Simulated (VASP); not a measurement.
Wanted: the native input for a VASP 6.6.1 run.

| Item | Value |
| --- | --- |
| Task | relaxation of cell and atoms |
| Functional | LDA |
| Potentials or basis | VASP PAW LDA potentials, release 64 (Sc_sv) |
| Cutoff | 600 eV |
| k mesh | 8 × 8 × 11 |
| Occupations | fermi-dirac, width 0.1 eV |
| Spin | no spin polarisation |
| Target pressure | 8.8 GPa |
| Dipole correction | no |
| Further INCAR settings | ALGO = Normal; EDIFF = 1e-06; IBRION = 2; EDIFFG = -0.005; NSW = 32; ISIF = 3 |

The structure of Sc lies in POSCAR:

```
Sc
1.0
    4.7757317265      0.0000000000      0.0000000000
   -2.3878658632      4.1359049968      0.0000000000
    0.0000000000      0.0000000000      3.0034824042
Sc
3
Direct
    0.0000000000      0.0000000000      0.0000000000
    0.3333333333      0.6666666667      0.5000000000
    0.6666666667      0.3333333333      0.5000000000
```

This isn't the form of Sc at room conditions, which is hcp.

One way to write it, as run:

INCAR

```
SYSTEM = Sc
PREC = Accurate ; ENCUT = 600
EDIFF = 1E-6 ; ISMEAR = -1
SIGMA = 0.1 ; LREAL = .FALSE.
LASPH = .TRUE. ; NELM = 60
ALGO = Normal ; ISIF = 3
LWAVE = .FALSE. ; LCHARG = .FALSE.
IBRION = 2 ; NSW = 32
EDIFFG = -0.005 ; PSTRESS = 88.0
```

KPOINTS

```
Automatic mesh
0
G
  8 8 11
  0 0 0
```

Potentials or basis: VASP PAW LDA potentials, release 64 (Sc_sv).

The run is started by

```sh
$ cat potpaw_LDA.64/Sc_sv/POTCAR > POTCAR
$ mpirun -np 1 vasp_std > vasp.out
```

Results of the run:

```yaml
Relaxed_volume: 19.82 Å³/atom
Relaxed_cell: a = 4.780 Å, b = 4.780 Å, c = 3.006 Å, α = 90.00°, β = 90.00°, γ = 120.00°
Space_group_after_relaxing_to_0.1_Å: P6/mmm (No. 191)
Energy_change_on_relaxing_the_run_minimises_the_enthalpy: -2.6 meV/atom
Ionic_steps: 4
Pressure_after_relaxing: 8.8 GPa
Band_gap_on_the_k_mesh: zero (an odd number of electrons rules out a gap without spin polarisation)
```

Caveat: the cell is relaxed towards a set pressure, so the run minimises the enthalpy, not the energy.

Run time: 65 s on 1 thread of Intel(R) Xeon(R) 6975P-C (Granite Rapids), with other jobs on the host, peak memory 0.21 GiB.
